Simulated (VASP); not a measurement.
# LiF (P6_3mc) in VASP: a series of runs

LiF is run at these levels: LDA; tasks: single point.

Everything below comes from runs of VASP 6.6.1. Logs are shortened: lines on timing, memory, paths and dates and some standing lists are left out, and cuts for length are marked.

## (1) The cell of the first run

The structure is hexagonal, space group P6_3mc (No. 186). The conventional cell has a = 2.769 Å, b = 2.769 Å, c = 4.688 Å, α = 90.00°, β = 90.00°, γ = 120.00°. Li (site symmetry 3m) has 4 F at 1.68 to 1.84 Å within 2.2 Å. F (site symmetry 3m) has 4 Li at 1.68 to 1.84 Å within 2.2 Å.

## (2) Single point, LDA (volume 7.780 Å^3 an atom, c/a of the conventional cell 1.6933)

Input file INCAR:

```
SYSTEM = LiF
ALGO = Normal
EDIFF = 1E-7
ENCUT = 520
GGA = CA
ISIF = 2
ISMEAR = 0
LASPH = .TRUE.
LCHARG = .TRUE.
LELF = .TRUE.
LREAL = .FALSE.
LVHAR = .TRUE.
LWAVE = .FALSE.
NBANDS = 18
NELM = 60
PREC = Accurate
SIGMA = 0.05
```

Input file KPOINTS:

```
k-points
0
G
  9 9 6
  0 0 0
```

Input file POSCAR:

```
LiF
1.0
    2.7685881098      0.0000000000      0.0000000000
   -1.3842940549      2.3976676357      0.0000000000
    0.0000000000      0.0000000000      4.6880502464
Li F
2 2
Direct
    0.3333333333      0.6666666667      0.3839784076
    0.6666666667      0.3333333333      0.8839784076
    0.3333333333      0.6666666667      0.9910195924
    0.6666666667      0.3333333333      0.4910195924
```

Potentials or basis: VASP PAW LDA potentials, release 64 (Li_sv, F).

The run is started by

```bash
> cat potpaw_LDA.64/Li_sv/POTCAR potpaw_LDA.64/F/POTCAR > POTCAR
> mpirun -np 1 vasp_std > vasp.out
```

OUTCAR:

```text
SYSTEM = LiF
   EDIFF = 1E-7
   ENCUT = 520
   GGA = CA
   ISIF = 2
   ISMEAR = 0
   LASPH = .TRUE.
   LREAL = .FALSE.
   NELM = 60
   PREC = Accurate

 ion  position               nearest neighbor table
   1  0.333  0.667  0.384-   4 1.68   4 1.68   4 1.68   3 1.84
   2  0.667  0.333  0.884-   3 1.68   3 1.68   3 1.68   4 1.84
   3  0.333  0.667  0.991-   2 1.68   2 1.68   2 1.68   1 1.84
   4  0.667  0.333  0.491-   1 1.68   1 1.68   1 1.68   2 1.84

  LATTYP: Found a hexagonal cell.
 ALAT       =     2.7685881098
 C/A-ratio  =     1.6933000000

  Lattice vectors:

 A1 = (   2.7685881098,   0.0000000000,   0.0000000000)
 A2 = (  -1.3842940549,   2.3976676357,   0.0000000000)
 A3 = (   0.0000000000,   0.0000000000,   4.6880502464)

Analysis of symmetry for initial positions (statically):
=====================================================================
 Subroutine PRICEL returns:
 Original cell was already a primitive cell.

 Routine SETGRP: Setting up the symmetry group for a
 hexagonal supercell.

 Subroutine GETGRP returns: Found 12 space group operations
 (whereof  6 operations were pure point group operations)
 out of a pool of 24 trial point group operations.

The static configuration has the point symmetry C_3v.
 The point group associated with its full space group is C_6v.

Analysis of symmetry for dynamics (positions and initial velocities):
=====================================================================
 Subroutine PRICEL returns:
 Original cell was already a primitive cell.

 Routine SETGRP: Setting up the symmetry group for a
 hexagonal supercell.

 Subroutine GETGRP returns: Found 12 space group operations
 (whereof  6 operations were pure point group operations)
 out of a pool of 24 trial point group operations.

The dynamic configuration has the point symmetry C_3v.
 The point group associated with its full space group is C_6v.

 Subroutine INISYM returns: Found 12 space group operations
 (whereof  6 operations are pure point group operations),
 and found     1 'primitive' translations

----------------------------------------------------------------------------------------

                                     Primitive cell

  volume of cell :      31.1200

  direct lattice vectors                    reciprocal lattice vectors
     2.768588110  0.000000000  0.000000000     0.361194934  0.208535992  0.000000000
    -1.384294055  2.397667636  0.000000000     0.000000000  0.417071985  0.000000000
     0.000000000  0.000000000  4.688050246     0.000000000  0.000000000  0.213308294

  length of vectors
     2.768588110  2.768588110  4.688050246     0.417071985  0.417071985  0.213308294

  position of ions in fractional coordinates (direct lattice)
     0.333333333  0.666666667  0.383978408
     0.666666667  0.333333333  0.883978408
     0.333333333  0.666666667  0.991019592
     0.666666667  0.333333333  0.491019592

  ion indices of the primitive-cell ions
   primitive index   ion index
                 1           1
                 2           2
                 3           3
                 4           4

----------------------------------------------------------------------------------------

 KPOINTS: k-points

Automatic generation of k-mesh.
 Grid dimensions read from file:
 generate k-points for:    9    9    6

 Generating k-lattice:

  Cartesian coordinates                     Fractional coordinates (reciprocal lattice)
     0.040132770  0.023170666  0.000000000     0.111111111  0.000000000  0.000000000
     0.000000000  0.046341332  0.000000000     0.000000000  0.111111111  0.000000000
     0.000000000  0.000000000  0.035551382     0.000000000  0.000000000  0.166666667

  Length of vectors
     0.046341332  0.046341332  0.035551382

  Shift w.r.t. Gamma in fractional coordinates (k-lattice)
     0.000000000  0.000000000  0.000000000

 Subroutine IBZKPT returns following result:
 ===========================================

 Found     48 irreducible k-points:

 Following reciprocal coordinates:
            Coordinates               Weight
  0.000000  0.000000  0.000000      1.000000
  0.111111  0.000000  0.000000      6.000000
  0.222222 -0.000000  0.000000      6.000000
  0.333333 -0.000000  0.000000      6.000000
  0.444444 -0.000000  0.000000      6.000000
  0.111111  0.111111  0.000000      6.000000
[... 16 lines left out ...]
  0.333333  0.222222  0.166667     24.000000
  0.333333  0.333333  0.166667      4.000000
 [... further k-points ...]
   k-points           NKPTS =     48   k-points in BZ     NKDIM =     48   number of bands    NBANDS=     18
   number of dos      NEDOS =    301   number of ions     NIONS =      4
   total plane-waves  NPLWV =  20736
   dimension x,y,z NGX =    24 NGY =   24 NGZ =   36
   dimension x,y,z NGXF=    48 NGYF=   48 NGZF=   72
   ions per type =               2   2
   NGX,Y,Z   is equivalent  to a cutoff of  14.41, 14.41, 12.77 a.u.
   NGXF,Y,Z  is equivalent  to a cutoff of  28.82, 28.82, 25.53 a.u.
 SYSTEM =  LiF
   PREC   = accura    normal or accurate (medium, high low for compatibility)
   ISTART =      0    job   : 0-new  1-cont  2-samecut
   ICHARG =      2    charge: 1-file 2-atom 10-const
   ISPIN  =      1    spin polarized calculation?
   LNONCOLLINEAR =      F non collinear calculations
   LSORBIT =      F    spin-orbit coupling
   LASPH  =      T    aspherical Exc in radial PAW
   ENCUT  =  520.0 eV  38.22 Ry    6.18 a.u.   5.15  5.15  8.72*2*pi/ulx,y,z
   NELM   =     60;   NELMIN=  2; NELMDL= -5     # of ELM steps
   EDIFF  = 0.1E-06   stopping-criterion for ELM
   LREAL  =      F    real-space projection
   EDIFFG = 0.1E-05   stopping-criterion for IOM
   NSW    =      0    number of steps for IOM
   IBRION =     -1    ionic relax: 0-MD 1-quasi-New 2-CG
   NFREE  =      0    steps in history (QN), initial steepest desc. (CG)
   ISIF   =      2    stress and relaxation
   ISYM   =      2    0-nonsym 1-usesym 2-fastsym
   POTIM  = 0.5000    time-step for ionic-motion
   TEBEG  =    0.0;   TEEND  =   0.0 temperature during run
   PSTRESS=    0.0 pullay stress
   NELECT =      20.0000    total number of electrons
   NUPDOWN=      -1.0000    fix difference up-down
   EMIN   =  10.00;   EMAX   =-10.00  energy-range for DOS
   EFERMI =   0.00;   METHOD = LEGACY
   ISMEAR =     0;   SIGMA  =   0.05  broadening in eV -4-tet -1-fermi 0-gaus
   EFERMI_NEDOS =   21; number of points for ismear=-14 and -15
   IALGO  =     38    algorithm
   IMIX   =      4    mixing-type and parameters
     AMIX     =   0.40;   BMIX     =  1.00
     AMIX_MAG =   1.60;   BMIX_MAG =  1.00
  volume/ion in A,a.u.               =       7.78        52.50
  Fermi-wavevector in a.u.,A,eV,Ry     =   1.412771  2.669749 27.156149  1.995921
  Thomas-Fermi vector in A             =   2.534485
   LORBIT       =      0    0 simple, 1 ext, 2 COOP (PROOUT), +10 PAW based schemes
   GGA     = CA    functional components
   LHFCALC =     F    Hartree Fock is set to
   AEXX    =    0.0000 exact exchange contribution
   IVDW    =     0    specifies the selected vdW correction
   LEPSILON=     F    determine dielectric tensor
   LRPA    =     F    only Hartree local field effects (RPA)
 non-spin polarized calculation
 Gauss-broadening in eV      SIGMA  =   0.05
  energy-cutoff  :      520.00
  volume of cell :       31.12
 maximum number of plane-waves:       849
 NGX is ok and might be reduce to    24
   NGX = 11   NGY = 11   NGZ = 17

 number of electron      20.0000017 magnetization

 Free energy of the ion-electron system (eV)
  ---------------------------------------------------
  ext. energy  EPLUGINS =         0.00000000
  ---------------------------------------------------
  free energy    TOTEN  =       -20.40755553 eV

  energy without entropy =      -20.40755553  energy(sigma->0) =      -20.40755553

 E-fermi :  -1.2220     XC(G=0): -10.7085

 val. band max:       -1.5183494994   @ k =   0.0000   0.0000   0.0000
 cond. band min:       7.4873736580   @ k =   0.0000   0.0000   0.0000
 fundamental gap:      9.0057231574
 Fermi energy:        -1.2220238893

 k-point     1 :       0.0000    0.0000    0.0000
  band No.  band energies     occupation
      1     -40.2699      2.00000
      2     -40.1649      2.00000
      3     -20.8470      2.00000
      4     -20.5619      2.00000
      5      -4.5275      2.00000
      6      -1.9122      2.00000
[... 10 lines left out ...]
     17      20.6391      0.00000
     18      20.6391      0.00000

 k-point     2 :       0.1111    0.0000    0.0000
  band No.  band energies     occupation
      1     -40.2550      2.00000
      2     -40.1560      2.00000
      3     -20.8289      2.00000
      4     -20.5579      2.00000
      5      -4.4468      2.00000
      6      -2.1094      2.00000
[... 10 lines left out ...]
     17      20.8526      0.00000
     18      21.0177      0.00000

 k-point     3 :       0.2222   -0.0000    0.0000
  band No.  band energies     occupation
      1     -40.2169      2.00000
      2     -40.1342      2.00000
      3     -20.7811      2.00000
      4     -20.5504      2.00000
      5      -4.2397      2.00000
      6      -2.6695      2.00000
[... 10 lines left out ...]
     17      20.9202      0.00000
     18      20.9236      0.00000

 k-point     4 :       0.3333   -0.0000    0.0000
  band No.  band energies     occupation
      1     -40.1711      2.00000
      2     -40.1118      2.00000
      3     -20.7147      2.00000
      4     -20.5505      2.00000
      5      -4.1111      2.00000
      6      -3.1499      2.00000
[... 375 lines left out ...]
      4     -20.5606      2.00000
      5      -3.8571      2.00000
      6      -3.7067      2.00000
[... 10 lines left out ...]
     17      20.7266      0.00000
     18      22.3903      0.00000

 k-point    23 :       0.3333    0.2222    0.1667
  band No.  band energies     occupation
      1     -40.1191      2.00000
      2     -40.0993      2.00000
      3     -20.6224      2.00000
      4     -20.5709      2.00000
      5      -4.2529      2.00000
      6      -3.4212      2.00000
[... 10 lines left out ...]
     17      19.7021      0.00000
     18      22.8507      0.00000

 k-point    24 :       0.3333    0.3333    0.1667
  band No.  band energies     occupation
      1     -40.1032      2.00000
      2     -40.1032      2.00000
      3     -20.5886      2.00000
      4     -20.5886      2.00000
      5      -4.3702      2.00000
      6      -3.2866      2.00000
[... 10 lines left out ...]
     17      18.8923      0.00000
     18      23.0968      0.00000

 [... further k-points ...]
[... 5 lines left out ...]
  --------------------------------------------------------------------------------------
  -------------------------------------------------------------------------------------
  Total        4.7917429      4.7917429      1.1199420      0.0000000      0.0000000      0.0000000
  in kB      246.6973586    246.6973586     57.6589238      0.0000000      0.0000000      0.0000000
  external PRESSURE =     183.6845470 kB  Pullay stress =       0.0000000 kB

 VOLUME and BASIS-vectors are now :
 -----------------------------------------------------------------------------
  energy-cutoff  :      520.00
  volume of cell :       31.12
      direct lattice vectors                 reciprocal lattice vectors
     2.768588110  0.000000000  0.000000000     0.361194934  0.208535992  0.000000000
    -1.384294055  2.397667636  0.000000000     0.000000000  0.417071985  0.000000000
     0.000000000  0.000000000  4.688050246     0.000000000  0.000000000  0.213308294

 POSITION                                       TOTAL-FORCE (eV/Angst)
 -----------------------------------------------------------------------------------
     -0.00000      1.59845      1.80011         0.000000      0.000000     -0.678924
      1.38429      0.79922      4.14414         0.000000     -0.000000     -0.678924
     -0.00000      1.59845      4.64595        -0.000000      0.000000      0.678924
      1.38429      0.79922      2.30192         0.000000     -0.000000      0.678924
 -----------------------------------------------------------------------------------
    total drift:                                0.000000      0.000000     -0.000182

  FREE ENERGIE OF THE ION-ELECTRON SYSTEM (eV)
  ---------------------------------------------------
  free  energy   TOTEN  =       -20.4075555346 eV

  energy  without entropy=      -20.4075555346  energy(sigma->0) =      -20.40755553
```

Wall time 20 s (1 thread of Intel Xeon Platinum 8259CL at 2.50GHz (Skylake/Cascade Lake), shared host); peak memory 0.14 GiB.

What came out:

- Free energy: -20.4076 eV
- Largest force: 0.679 eV/Å
- Band gap on the k mesh: 9.01 eV, direct

Forces on the atoms (eV/Å):
```
Li   0.000  0.000 -0.679
Li   0.000  0.000 -0.679
F    0.000  0.000  0.679
F    0.000  0.000  0.679
```

Levels at points of the mesh, in eV from the valence-band top:
| k point | band 7 | band 8 | band 9 | band 10 | band 11 | band 12 | band 13 | band 14 |
| --- | --- | --- | --- | --- | --- | --- | --- | --- |
| (0.00, 0.00, 0.00) | -0.39 | -0.06 | -0.06 | 0.00 | 9.01 | 13.07 | 17.37 | 20.73 |
| (0.00, 0.00, 0.50) | -0.23 | -0.23 | -0.23 | -0.23 | 10.78 | 10.78 | 18.92 | 18.92 |

Caveat: the cutoff is under 1.25 times the usual one of these potentials, so pressure, stress and relaxed cells hold a basis-set (Pulay) error.

## (3) Single point, LDA (volume 7.780 Å^3 an atom, c/a of the conventional cell 1.3962)

Input file INCAR:

```
PREC = Accurate
ENCUT = 520
EDIFF = 1E-6
ISMEAR = 0
SIGMA = 0.05
LREAL = F
LASPH = T
NELM = 80
ALGO = Normal
ISIF = 2
LWAVE = F
LCHARG = F
NBANDS = 18
```

Input file KPOINTS:

```
Automatic mesh
0
Gamma
  9 9 6
```

Input file POSCAR:

```
LiF
1.0
    2.9524809739      0.0000000000      0.0000000000
   -1.4762404869      2.5569235276      0.0000000000
    0.0000000000      0.0000000000      4.1222539357
Li F
2 2
Direct
    0.3333333333      0.6666666667      0.3839784076
    0.6666666667      0.3333333333      0.8839784076
    0.3333333333      0.6666666667      0.9910195924
    0.6666666667      0.3333333333      0.4910195924
```

Potentials or basis: VASP PAW LDA potentials, release 64 (Li_sv, F).

The run is started by

```bash
> cat potpaw_LDA.64/Li_sv/POTCAR potpaw_LDA.64/F/POTCAR > POTCAR
> mpirun -np 1 vasp_std > vasp.out
```

OUTCAR:

```text
PREC = Accurate
   ENCUT = 520
   EDIFF = 1E-6
   ISMEAR = 0
   LREAL = F
   LASPH = T
   NELM = 80
   ISIF = 2

 ion  position               nearest neighbor table
   1  0.333  0.667  0.384-   3 1.62   4 1.76   4 1.76   4 1.76
   2  0.667  0.333  0.884-   4 1.62   3 1.76   3 1.76   3 1.76
   3  0.333  0.667  0.991-   1 1.62   2 1.76   2 1.76   2 1.76
   4  0.667  0.333  0.491-   2 1.62   1 1.76   1 1.76   1 1.76

  LATTYP: Found a hexagonal cell.
 ALAT       =     2.9524809739
 C/A-ratio  =     1.3962000000

  Lattice vectors:

 A1 = (   2.9524809739,   0.0000000000,   0.0000000000)
 A2 = (  -1.4762404869,   2.5569235276,   0.0000000000)
 A3 = (   0.0000000000,   0.0000000000,   4.1222539357)

Analysis of symmetry for initial positions (statically):
=====================================================================
 Subroutine PRICEL returns:
 Original cell was already a primitive cell.

 Routine SETGRP: Setting up the symmetry group for a
 hexagonal supercell.

[... 167 lines left out ...]
  ext. energy  EPLUGINS =         0.00000000
  ---------------------------------------------------
  free energy    TOTEN  =       -20.42793191 eV

  energy without entropy =      -20.42793191  energy(sigma->0) =      -20.42793191

 E-fermi :  -0.9087     XC(G=0): -10.7062

 val. band max:       -1.2484992593   @ k =   0.0000   0.0000   0.0000
 cond. band min:       7.4741883574   @ k =   0.0000   0.0000   0.0000
 fundamental gap:      8.7226876167
 Fermi energy:        -0.9087041775

 k-point     1 :       0.0000    0.0000    0.0000
  band No.  band energies     occupation
      1     -40.3078      2.00000
      2     -40.1245      2.00000
      3     -20.8723      2.00000
      4     -20.3970      2.00000
      5      -4.5000      2.00000
      6      -2.3569      2.00000
[... 481 lines left out ...]
      5      -4.4323      2.00000
      6      -3.2112      2.00000
[... 10 lines left out ...]
     17      19.2873      0.00000
     18      22.4375      0.00000

 [... further k-points ...]
[... 5 lines left out ...]
  --------------------------------------------------------------------------------------
  -------------------------------------------------------------------------------------
  Total        2.0972280      2.0972280      5.9370672      0.0000000      0.0000000      0.0000000
  in kB      107.9733661    107.9733661    305.6630604      0.0000000      0.0000000      0.0000000
  external PRESSURE =     173.8699309 kB  Pullay stress =       0.0000000 kB

 VOLUME and BASIS-vectors are now :
 -----------------------------------------------------------------------------
  energy-cutoff  :      520.00
  volume of cell :       31.12
      direct lattice vectors                 reciprocal lattice vectors
     2.952480974  0.000000000  0.000000000     0.338698203  0.195547499  0.000000000
    -1.476240487  2.556923528  0.000000000     0.000000000  0.391094997  0.000000000
     0.000000000  0.000000000  4.122253936     0.000000000  0.000000000  0.242585735

 POSITION                                       TOTAL-FORCE (eV/Angst)
 -----------------------------------------------------------------------------------
     -0.00000      1.70462      1.58286        -0.000000      0.000000      1.178739
      1.47624      0.85231      3.64398         0.000000     -0.000000      1.178739
     -0.00000      1.70462      4.08523        -0.000000      0.000000     -1.178739
      1.47624      0.85231      2.02411         0.000000     -0.000000     -1.178739
 -----------------------------------------------------------------------------------
    total drift:                                0.000000      0.000000     -0.000301

  FREE ENERGIE OF THE ION-ELECTRON SYSTEM (eV)
  ---------------------------------------------------
  free  energy   TOTEN  =       -20.4279319054 eV

  energy  without entropy=      -20.4279319054  energy(sigma->0) =      -20.42793191
```

OSZICAR:

```text
N       E                     dE             d eps       ncg     rms          rms(c)
DAV:   1     0.112973605998E+03    0.11297E+03   -0.11283E+04  1744   0.125E+03
DAV:   2    -0.123085908487E+02   -0.12528E+03   -0.12278E+03  2034   0.307E+02
DAV:   3    -0.217825497807E+02   -0.94740E+01   -0.94145E+01  3078   0.618E+01
DAV:   4    -0.219057297519E+02   -0.12318E+00   -0.12294E+00  2188   0.834E+00
DAV:   5    -0.219066582953E+02   -0.92854E-03   -0.92833E-03  2270   0.620E-01    0.721E+00
DAV:   6    -0.204540199893E+02    0.14526E+01   -0.33544E+00  1816   0.150E+01    0.207E+00
DAV:   7    -0.204362803319E+02    0.17740E-01   -0.12181E-01  2038   0.266E+00    0.138E+00
DAV:   8    -0.204288807235E+02    0.73996E-02   -0.42129E-02  2348   0.192E+00    0.316E-01
DAV:   9    -0.204278723479E+02    0.10084E-02   -0.55933E-03  1962   0.651E-01    0.891E-02
DAV:  10    -0.204279326228E+02   -0.60275E-04   -0.34787E-04  1892   0.167E-01    0.101E-02
DAV:  11    -0.204279321165E+02    0.50628E-06   -0.12261E-05  2178   0.340E-02    0.436E-03
DAV:  12    -0.204279319054E+02    0.21107E-06   -0.73706E-07  1398   0.983E-03
   1 F= -.20427932E+02 E0= -.20427932E+02  d E =-.508372E-24
```

stdout:

```text
POSCAR found type information on POSCAR LiF
 POSCAR found :  2 types and       4 ions
 scaLAPACK will be used
 LDA part: xc-table for (Slater(with rela. corr.)+CA(PZ))
 , standard interpolation
 POSCAR, INCAR and KPOINTS ok, starting setup
 FFT: planning ... GRIDC
 FFT: planning ... GRID_SOFT
 FFT: planning ... GRID
 WAVECAR not read
 entering main loop
```

Wall time 18 s (1 thread of Intel Xeon Platinum 8259CL at 2.50GHz (Skylake/Cascade Lake), shared host); peak memory 0.14 GiB.

What came out:

* Free energy: -20.4279 eV
* Largest force: 1.179 eV/Å
* Band gap on the k mesh: 8.72 eV, direct

Forces in eV/Å, atoms in the order of the input:
```
Li   0.000  0.000  1.179
Li   0.000  0.000  1.179
F    0.000  0.000 -1.179
F    0.000  0.000 -1.179
```

Caveat: the cutoff is under 1.25 times the usual one of these potentials, so pressure, stress and relaxed cells hold a basis-set (Pulay) error; forces of over 1 eV/Å act on the atoms, so gaps and moduli don't describe the material at rest. A k mesh can miss the band edges.

[end of part 1 of 2]
